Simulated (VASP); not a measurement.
# Si7B (Fm-3m) in VASP: notebook

Si7B is run at these levels: PBE; tasks: single point.

Program: VASP 6.6.1. These are calculated values, not measurements. Logs are shortened: lines on timing, memory, paths and dates and some standing lists are left out, and cuts for length are marked.

### 1 The cell of the first run

It takes space group Fm-3m (No. 225, cubic). The conventional cell has a = 7.508 Å, b = 7.508 Å, c = 7.508 Å, α = 90.00°, β = 90.00°, γ = 90.00°. Si (site symmetry mmm) has 10 Si at 2.65 Å and 2 B at 2.65 Å within 3.5 Å. Within 3.5 Å of Si (site symmetry m-3m) lie 12 Si at 2.65 Å. Within 3.5 Å of B (site symmetry m-3m) lie 12 Si at 2.65 Å.

The cell was built from a structure type or drawn by symmetry, and may not be a known phase.

### 2 Single point, PBE

INCAR reads:

```
PREC = Accurate
ENCUT = 500
EDIFF = 1E-6
ISMEAR = 0
SIGMA = 0.2
LREAL = F
LASPH = T
NELM = 120
ALGO = Normal
ISIF = 2
LWAVE = F
LCHARG = F
GGA = PE
NBANDS = 26
GGA_COMPAT = F
```

KPOINTS reads:

```
Automatic mesh
0
Gamma
  4 4 4
```

POSCAR reads:

```
Si7B
1.0
    0.0000000000      3.7542484448      3.7542484448
    3.7542484448      0.0000000000      3.7542484448
    3.7542484448      3.7542484448      0.0000000000
Si B
7 1
Direct
    0.5000000000      0.0000000000      0.0000000000
    0.0000000000      0.5000000000      0.5000000000
    0.0000000000      0.5000000000      0.0000000000
    0.5000000000      0.0000000000      0.5000000000
    0.0000000000      0.0000000000      0.5000000000
    0.5000000000      0.5000000000      0.0000000000
    0.0000000000      0.0000000000      0.0000000000
    0.5000000000      0.5000000000      0.5000000000
```

Potentials or basis: VASP PAW PBE potentials, release 64 (Si, B).

Started as:

```
$ cat potpaw_PBE.64/Si/POTCAR potpaw_PBE.64/B/POTCAR > POTCAR
$ mpirun -np 1 vasp_std > vasp.out
```

OUTCAR:

```text
PREC = Accurate
   ENCUT = 500
   EDIFF = 1E-6
   ISMEAR = 0
   LREAL = F
   LASPH = T
   NELM = 120
   ISIF = 2
   GGA = PE

 ion  position               nearest neighbor table
   1  0.500  0.000  0.000-   4 2.65   6 2.65   7 2.65   4 2.65   5 2.65   8 2.65   3 2.65   6 2.65
                             8 2.65   3 2.65   5 2.65   7 2.65
   2  0.000  0.500  0.500-   3 2.65   5 2.65   8 2.65   3 2.65   6 2.65   7 2.65   4 2.65   5 2.65
                             7 2.65   4 2.65   6 2.65   8 2.65
   3  0.000  0.500  0.000-   2 2.65   6 2.65   7 2.65   2 2.65   5 2.65   8 2.65   1 2.65   5 2.65
                             7 2.65   1 2.65   6 2.65   8 2.65
   4  0.500  0.000  0.500-   1 2.65   5 2.65   8 2.65   1 2.65   6 2.65   7 2.65   2 2.65   6 2.65
                             8 2.65   2 2.65   5 2.65   7 2.65
   5  0.000  0.000  0.500-   2 2.65   4 2.65   7 2.65   1 2.65   3 2.65   7 2.65   2 2.65   3 2.65
                             8 2.65   1 2.65   4 2.65   8 2.65
   6  0.500  0.500  0.000-   1 2.65   3 2.65   8 2.65   2 2.65   4 2.65   8 2.65   1 2.65   4 2.65
                             7 2.65   2 2.65   3 2.65   7 2.65
   7  0.000  0.000  0.000-   1 2.65   3 2.65   5 2.65   2 2.65   4 2.65   5 2.65   2 2.65   3 2.65
                             6 2.65   1 2.65   4 2.65   6 2.65
   8  0.500  0.500  0.500-   2 2.65   4 2.65   6 2.65   1 2.65   3 2.65   6 2.65   1 2.65   4 2.65
                             5 2.65   2 2.65   3 2.65   5 2.65

  LATTYP: Found a face centered cubic cell.
 ALAT       =     7.5084968896

  Lattice vectors:

 A1 = (   0.0000000000,   3.7542484448,   3.7542484448)
 A2 = (   3.7542484448,   0.0000000000,   3.7542484448)
 A3 = (   3.7542484448,   3.7542484448,   0.0000000000)

Analysis of symmetry for initial positions (statically):
=====================================================================
 Subroutine PRICEL returns:
 Original cell was already a primitive cell.

 Routine SETGRP: Setting up the symmetry group for a
 face centered cubic supercell.

 Subroutine GETGRP returns: Found 48 space group operations
 (whereof 48 operations were pure point group operations)
 out of a pool of 48 trial point group operations.

The static configuration has the point symmetry O_h .

Analysis of symmetry for dynamics (positions and initial velocities):
=====================================================================
 Subroutine PRICEL returns:
 Original cell was already a primitive cell.

 Routine SETGRP: Setting up the symmetry group for a
 face centered cubic supercell.

 Subroutine GETGRP returns: Found 48 space group operations
 (whereof 48 operations were pure point group operations)
[... 105 lines left out ...]
   POTIM  = 0.5000    time-step for ionic-motion
   TEBEG  =    0.0;   TEEND  =   0.0 temperature during run
   PSTRESS=    0.0 pullay stress
   NELECT =      31.0000    total number of electrons
   NUPDOWN=      -1.0000    fix difference up-down
   EMIN   =  10.00;   EMAX   =-10.00  energy-range for DOS
   EFERMI =   0.00;   METHOD = LEGACY
   ISMEAR =     0;   SIGMA  =   0.20  broadening in eV -4-tet -1-fermi 0-gaus
   EFERMI_NEDOS =   21; number of points for ismear=-14 and -15
   IALGO  =     38    algorithm
   IMIX   =      4    mixing-type and parameters
     AMIX     =   0.40;   BMIX     =  1.00
     AMIX_MAG =   1.60;   BMIX_MAG =  1.00
  volume/ion in A,a.u.               =      13.23        89.27
  Fermi-wavevector in a.u.,A,eV,Ry     =   1.087249  2.054603 16.083591  1.182111
  Thomas-Fermi vector in A             =   2.223404
   LORBIT       =      0    0 simple, 1 ext, 2 COOP (PROOUT), +10 PAW based schemes
   GGA     = PE    functional components
   LHFCALC =     F    Hartree Fock is set to
   AEXX    =    0.0000 exact exchange contribution
   IVDW    =     0    specifies the selected vdW correction
   LEPSILON=     F    determine dielectric tensor
   LRPA    =     F    only Hartree local field effects (RPA)
 non-spin polarized calculation
 Gauss-broadening in eV      SIGMA  =   0.20
  energy-cutoff  :      500.00
  volume of cell :      105.83
 maximum number of plane-waves:      2733
 NGX is ok and might be reduce to    40
   NGX = 19   NGY = 19   NGZ = 19

 number of electron      30.9999997 magnetization

 Free energy of the ion-electron system (eV)
  ---------------------------------------------------
  ext. energy  EPLUGINS =         0.00000000
  ---------------------------------------------------
  free energy    TOTEN  =       -38.46187759 eV

  energy without entropy =      -38.35019062  energy(sigma->0) =      -38.40603411

 E-fermi :  10.5866     XC(G=0): -11.3673

 val. band max:       10.4479791598   @ k =   0.2500   0.0000   0.0000
 cond. band min:      10.5915057844   @ k =   0.5000   0.2500   0.0000
 fundamental gap:      0.1435266247
 Fermi energy:        10.5865927462

 k-point     1 :       0.0000    0.0000    0.0000
  band No.  band energies     occupation
      1      -4.5546      2.00000
      2       2.7148      2.00000
      3       2.7148      2.00000
      4       2.7148      2.00000
      5       2.8593      2.00000
      6       3.1677      2.00000
[... 221 lines left out ...]
     25      13.5238      0.00000
     26      13.6784      0.00000

------------------------ aborting loop because EDIFF is reached ----------------------------------------

  FORCE on cell =-STRESS in cart. coord.  units (eV):
  Direction    XX          YY          ZZ          XY          YZ          ZX
  --------------------------------------------------------------------------------------
  -------------------------------------------------------------------------------------
  Total        0.4357090      0.4357090      0.4357090      0.0000000      0.0000000      0.0000000
  in kB        6.5964169      6.5964169      6.5964169      0.0000000      0.0000000      0.0000000
  external PRESSURE =       6.5964169 kB  Pullay stress =       0.0000000 kB

 VOLUME and BASIS-vectors are now :
 -----------------------------------------------------------------------------
  energy-cutoff  :      500.00
  volume of cell :      105.83
      direct lattice vectors                 reciprocal lattice vectors
     0.000000000  3.754248445  3.754248445    -0.133182448  0.133182448  0.133182448
     3.754248445  0.000000000  3.754248445     0.133182448 -0.133182448  0.133182448
     3.754248445  3.754248445  0.000000000     0.133182448  0.133182448 -0.133182448

 POSITION                                       TOTAL-FORCE (eV/Angst)
 -----------------------------------------------------------------------------------
      0.00000      1.87712      1.87712        -0.000000     -0.000000      0.000000
      3.75425      1.87712      1.87712        -0.000000     -0.000000      0.000000
      1.87712      0.00000      1.87712         0.000000      0.000000     -0.000000
      1.87712      3.75425      1.87712         0.000000      0.000000     -0.000000
      1.87712      1.87712      0.00000        -0.000000     -0.000000      0.000000
      1.87712      1.87712      3.75425        -0.000000     -0.000000     -0.000000
      0.00000      0.00000      0.00000        -0.000000     -0.000000     -0.000000
      3.75425      3.75425      3.75425        -0.000000     -0.000000     -0.000000
 -----------------------------------------------------------------------------------
    total drift:                                0.000000      0.000000      0.000000

  FREE ENERGIE OF THE ION-ELECTRON SYSTEM (eV)
  ---------------------------------------------------
  free  energy   TOTEN  =       -38.4618775873 eV

  energy  without entropy=      -38.3501906229  energy(sigma->0) =      -38.40603411
```

OSZICAR:

```text
N       E                     dE             d eps       ncg     rms          rms(c)
DAV:   1     0.485080400809E+02    0.48508E+02   -0.11559E+04   416   0.956E+02
DAV:   2    -0.348039434087E+02   -0.83312E+02   -0.76327E+02   532   0.148E+02
DAV:   3    -0.386197479670E+02   -0.38158E+01   -0.36891E+01   526   0.265E+01
DAV:   4    -0.386610699738E+02   -0.41322E-01   -0.41176E-01   524   0.323E+00
DAV:   5    -0.386616195975E+02   -0.54962E-03   -0.54748E-03   528   0.294E-01    0.795E+00
DAV:   6    -0.385263703966E+02    0.13525E+00   -0.78784E-02   518   0.115E+00    0.440E+00
DAV:   7    -0.384639333912E+02    0.62437E-01   -0.65153E-02   486   0.110E+00    0.419E-01
DAV:   8    -0.384621461942E+02    0.17872E-02   -0.42502E-03   538   0.305E-01    0.244E-01
DAV:   9    -0.384619247794E+02    0.22141E-03   -0.41971E-04   510   0.934E-02    0.982E-02
DAV:  10    -0.384618769468E+02    0.47833E-04   -0.78963E-05   530   0.454E-02    0.287E-02
DAV:  11    -0.384618775873E+02   -0.64046E-06   -0.68305E-06   542   0.132E-02
   1 F= -.38461878E+02 E0= -.38406034E+02  d E =-.111687E+00
```

stdout:

```text
POSCAR found type information on POSCAR SiB
 POSCAR found :  2 types and       8 ions
 scaLAPACK will be used
 LDA part: xc-table for (Slater+PW92), standard interpolation
 POSCAR, INCAR and KPOINTS ok, starting setup
 FFT: planning ... GRIDC
 FFT: planning ... GRID_SOFT
 FFT: planning ... GRID
 WAVECAR not read
 entering main loop
```

Run time: 16 s. Hardware: 1 thread of Intel Xeon Platinum 8488C (Sapphire Rapids), shared host; peak memory 0.23 GiB.

Results:

| Quantity | Value |
| --- | --- |
| Free energy | -38.4619 eV |
| Pressure | 0.7 GPa |
| Band gap on the k mesh | zero (an odd number of electrons rules out a gap without spin polarisation) |

Caveat: the k points lie up to 0.36 Å⁻¹ apart, too coarse for converged energies and pressures of a metal.

### 3 Single point, PBE

This run uses another cell than the first one, of 13.29 Å³/atom.

INCAR reads:

```
SYSTEM = Si7B
PREC = Accurate
ENCUT = 500
EDIFF = 1E-6
ISMEAR = 0
SIGMA = 0.2
LREAL = .FALSE.
LASPH = .TRUE.
NELM = 120
ALGO = Normal
ISIF = 2
LWAVE = .FALSE.
LCHARG = .TRUE.
GGA = PE
LELF = .TRUE.
LVHAR = .TRUE.
NBANDS = 26
GGA_COMPAT = .FALSE.
```

KPOINTS reads:

```
Automatic mesh
0
G
  4 4 4
  0 0 0
```

POSCAR reads:

```
Si7B
1.0
    0.0000000000      3.7602042369      3.7602042369
    3.7602042369      0.0000000000      3.7602042369
    3.7602042369      3.7602042369      0.0000000000
Si B
7 1
Direct
    0.5000000000      0.5000000000      0.5000000000
    0.0000000000      0.0000000000      0.5000000000
    0.5000000000      0.0000000000      0.5000000000
    0.0000000000      0.5000000000      0.5000000000
    0.5000000000      0.5000000000      0.0000000000
    0.0000000000      0.5000000000      0.0000000000
    0.5000000000      0.0000000000      0.0000000000
    0.0000000000      0.0000000000      0.0000000000
```

Potentials or basis: VASP PAW PBE potentials, release 64 (Si, B).

Started as:

```
$ cat potpaw_PBE.64/Si/POTCAR potpaw_PBE.64/B/POTCAR > POTCAR
$ mpirun -np 1 vasp_std > vasp.out
```

Wall time 18 s (1 thread of Intel Xeon Platinum 8488C (Sapphire Rapids), shared host); peak memory 0.23 GiB.

Results (log left out):

* Free energy: -38.4633 eV
* Pressure: 0.2 GPa
* Band gap on the k mesh: zero (an odd number of electrons rules out a gap without spin polarisation)

Levels at points of the mesh, in eV from the Fermi level:
| k point | band 12 | band 13 | band 14 | band 15 | band 16 | band 17 | band 18 | band 19 |
| --- | --- | --- | --- | --- | --- | --- | --- | --- |
| (0.00, 0.00, 0.00) | -5.59 | -4.51 | -4.43 | -4.43 | 2.86 | 2.86 | 2.86 | 3.49 |
| (0.50, 0.00, 0.00) | -3.31 | -3.21 | -3.21 | 1.10 | 1.17 | 1.24 | 1.38 | 1.38 |
| (0.50, 0.50, 0.00) | -2.43 | -1.91 | -1.47 | -1.12 | -0.94 | -0.69 | -0.69 | 0.21 |

Caveat: the k points lie up to 0.36 Å⁻¹ apart, too coarse for converged energies and pressures of a metal.

### 4 Single point, PBE

This run uses another cell than the first one, of 13.41 Å³/atom.

INCAR reads:

```
PREC = Accurate
ENCUT = 500
EDIFF = 1E-6
ISMEAR = 0
SIGMA = 0.2
LREAL = False
LASPH = True
NELM = 120
ALGO = Normal
ISIF = 2
LWAVE = False
LCHARG = False
GGA = PE
NBANDS = 26
GGA_COMPAT = False
```

KPOINTS reads:

```
regular mesh
0
Gamma
  4 4 4
```

POSCAR reads:

```
Si7B
1.0
    0.0000000000      3.7712315503      3.7712315503
    3.7712315503      0.0000000000      3.7712315503
    3.7712315503      3.7712315503      0.0000000000
Si B
7 1
Direct
    0.5000000000      0.0000000000      0.0000000000
    0.0000000000      0.5000000000      0.0000000000
    0.0000000000      0.0000000000      0.5000000000
    0.5000000000      0.0000000000      0.5000000000
    0.0000000000      0.5000000000      0.5000000000
    0.5000000000      0.5000000000      0.5000000000
    0.5000000000      0.5000000000      0.0000000000
    0.0000000000      0.0000000000      0.0000000000
```

Potentials or basis: VASP PAW PBE potentials, release 64 (Si, B).

Started as:

```
$ cat potpaw_PBE.64/Si/POTCAR potpaw_PBE.64/B/POTCAR > POTCAR
$ mpirun -np 1 vasp_std > vasp.out
```

OUTCAR:

```text
PREC = Accurate
   ENCUT = 500
   EDIFF = 1E-6
   ISMEAR = 0
   LREAL = False
   LASPH = True
   NELM = 120
   ISIF = 2
   GGA = PE

 ion  position               nearest neighbor table
   1  0.500  0.000  0.000-   4 2.67   7 2.67   3 2.67   4 2.67   6 2.67   2 2.67   6 2.67   7 2.67
                             2 2.67   3 2.67
   2  0.000  0.500  0.000-   5 2.67   7 2.67   3 2.67   5 2.67   6 2.67   1 2.67   3 2.67   1 2.67
                             6 2.67   7 2.67
   3  0.000  0.000  0.500-   4 2.67   5 2.67   1 2.67   2 2.67   2 2.67   5 2.67   6 2.67   1 2.67
                             4 2.67   6 2.67
   4  0.500  0.000  0.500-   1 2.67   3 2.67   6 2.67   1 2.67   7 2.67   5 2.67   6 2.67   7 2.67
                             3 2.67   5 2.67
   5  0.000  0.500  0.500-   2 2.67   3 2.67   6 2.67   2 2.67   7 2.67   3 2.67   4 2.67   4 2.67
                             6 2.67   7 2.67
   6  0.500  0.500  0.500-   4 2.67   5 2.67   7 2.67   1 2.67   2 2.67   7 2.67   1 2.67   3 2.67
                             4 2.67   2 2.67   3 2.67   5 2.67
   7  0.500  0.500  0.000-   1 2.67   2 2.67   6 2.67   4 2.67   5 2.67   6 2.67   1 2.67   4 2.67
[... 190 lines left out ...]
  band No.  band energies     occupation
      1      -4.6057      2.00000
      2       2.5713      2.00000
      3       2.5713      2.00000
      4       2.5713      2.00000
      5       2.7694      2.00000
      6       3.0303      2.00000
[... 221 lines left out ...]
     25      13.2904      0.00000
     26      13.4596      0.00000

------------------------ aborting loop because EDIFF is reached ----------------------------------------

  FORCE on cell =-STRESS in cart. coord.  units (eV):
  Direction    XX          YY          ZZ          XY          YZ          ZX
  --------------------------------------------------------------------------------------
  -------------------------------------------------------------------------------------
  Total       -0.4073939     -0.4073939     -0.4073939      0.0000000     -0.0000000      0.0000000
  in kB       -6.0847892     -6.0847892     -6.0847892      0.0000000     -0.0000000      0.0000000
  external PRESSURE =      -6.0847892 kB  Pullay stress =       0.0000000 kB

 VOLUME and BASIS-vectors are now :
 -----------------------------------------------------------------------------
  energy-cutoff  :      500.00
  volume of cell :      107.27
      direct lattice vectors                 reciprocal lattice vectors
     0.000000000  3.771231550  3.771231550    -0.132582684  0.132582684  0.132582684
     3.771231550  0.000000000  3.771231550     0.132582684 -0.132582684  0.132582684
     3.771231550  3.771231550  0.000000000     0.132582684  0.132582684 -0.132582684

 POSITION                                       TOTAL-FORCE (eV/Angst)
 -----------------------------------------------------------------------------------
      0.00000      1.88562      1.88562        -0.000000      0.000000      0.000000
      1.88562      0.00000      1.88562        -0.000000     -0.000000      0.000000
      1.88562      1.88562      0.00000         0.000000     -0.000000     -0.000000
      1.88562      3.77123      1.88562        -0.000000     -0.000000      0.000000
      3.77123      1.88562      1.88562         0.000000      0.000000     -0.000000
      3.77123      3.77123      3.77123         0.000000     -0.000000      0.000000
      1.88562      1.88562      3.77123         0.000000     -0.000000      0.000000
      0.00000      0.00000      0.00000        -0.000000     -0.000000     -0.000000
 -----------------------------------------------------------------------------------
    total drift:                                0.000000      0.000000      0.000000

  FREE ENERGIE OF THE ION-ELECTRON SYSTEM (eV)
  ---------------------------------------------------
  free  energy   TOTEN  =       -38.4622168757 eV

  energy  without entropy=      -38.3467167188  energy(sigma->0) =      -38.40446680
```

OSZICAR:

```text
N       E                     dE             d eps       ncg     rms          rms(c)
DAV:   1     0.490766322234E+02    0.49077E+02   -0.11959E+04   416   0.981E+02
DAV:   2    -0.348966122886E+02   -0.83973E+02   -0.78372E+02   534   0.147E+02
DAV:   3    -0.386056352007E+02   -0.37090E+01   -0.35596E+01   534   0.253E+01
DAV:   4    -0.386571261821E+02   -0.51491E-01   -0.51029E-01   534   0.329E+00
DAV:   5    -0.386578944604E+02   -0.76828E-03   -0.76678E-03   540   0.326E-01    0.774E+00
DAV:   6    -0.385250451191E+02    0.13285E+00   -0.81563E-02   516   0.116E+00    0.429E+00
DAV:   7    -0.384643675098E+02    0.60678E-01   -0.64172E-02   494   0.110E+00    0.441E-01
DAV:   8    -0.384624725337E+02    0.18950E-02   -0.44887E-03   530   0.310E-01    0.244E-01
DAV:   9    -0.384622643460E+02    0.20819E-03   -0.41557E-04   534   0.934E-02    0.994E-02
DAV:  10    -0.384622163602E+02    0.47986E-04   -0.81837E-05   538   0.463E-02    0.274E-02
DAV:  11    -0.384622168757E+02   -0.51557E-06   -0.72079E-06   542   0.135E-02
   1 F= -.38462217E+02 E0= -.38404467E+02  d E =-.115500E+00
```

Wall time 16 s (1 thread of Intel Xeon Platinum 8488C (Sapphire Rapids), shared host); peak memory 0.22 GiB.

What came out:

```yaml
Free_energy: -38.4622 eV
Pressure: -0.6 GPa
Band_gap_on_the_k_mesh: zero (an odd number of electrons rules out a gap without spin polarisation)
```

Levels at points of the mesh, in eV from the Fermi level:
```csv
k point,band 13,band 14,band 15,band 16,band 17,band 18
"(0.00, 0.00, 0.00)",-4.50,-4.43,-4.43,2.84,2.84,2.84
"(0.50, 0.00, 0.00)",-3.20,-3.20,1.10,1.16,1.23,1.37
"(0.50, 0.50, 0.00)",-1.88,-1.45,-1.10,-0.92,-0.67,-0.67
```

Caveat: the k points lie up to 0.36 Å⁻¹ apart, too coarse for converged energies and pressures of a metal.

### 5 The runs side by side

| cell | gap on the mesh (eV) | pressure (GPa) |
| --- | --- | --- |
| a = 5.309 Å, angles 60.0°, 8 atoms | none | 0.7 |
| a = 5.318 Å, angles 60.0°, 8 atoms | none | 0.2 |
| a = 5.333 Å, angles 60.0°, 8 atoms | none | -0.6 |

Alike in all rows: task single point; level PBE; potentials or basis VASP PAW PBE potentials, release 64 (Si, B); no spin polarisation; k mesh 4 × 4 × 4; cutoff (eV) 500; smearing gaussian 0.2 eV.

Caveats: all runs use coarse meshes.

Total energies depend on the potentials used, so only differences within one code and one set of settings carry meaning.
